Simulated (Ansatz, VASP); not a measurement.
# Two plane-wave programs on Al2Pt

```
Al Pt
1.0
     2.97320   -2.97320    0.00000
     2.97320    0.00000   -2.97320
     6.09075    6.09075    6.09075
Al Pt
6 3
Direct
  0.66667 0.66667 0.40681
  0.00000 0.00000 0.08137
  0.33333 0.33333 0.73224
  0.66667 0.66667 0.89496
  0.00000 0.00000 0.56953
  0.33333 0.33333 0.24409
  0.00000 0.00000 0.81360
  0.33333 0.33333 0.48817
  0.66667 0.66667 0.16273
```

Alike in both runs: task single point; functional PBE; k mesh 13 × 13 × 5; occupations gaussian, width 0.15 eV; no spin polarisation.

|  | VASP | Ansatz |
| --- | --- | --- |
| version | VASP 6.6.1 | Ansatz 0.2.0 |
| potentials or method | VASP PAW PBE potentials, release 64 (Al, Pt), cutoff 520 eV | scalar-relativistic, plane waves, PAW |
| valence electrons in the cell | 48 | 72 |

Ansatz gave:

```
gap on the k mesh at the Fermi level (eV)                     : none
pressure (GPa)                                                : -2.2
traceless stress, the component that is largest in VASP (GPa) : -1.21
rms of the force components (eV/Å)                            : 0.225
```

Problem. Which values does VASP return?

Solution. gap on the k mesh at the Fermi level (eV): none; pressure (GPa): -2.4; traceless stress, the component that is largest in VASP (GPa): -1.21; rms of the force components (eV/Å): 0.225.

Atom by atom the forces differ by 0.000 eV/Å (rms over components). A gap of «none» marks a metal or a gap that the smearing closes. VASP's potentials hold 48 valence electrons a cell and Ansatz's 72, so a difference there can come from the potentials and not from the codes.

Spin-orbit coupling is off throughout.
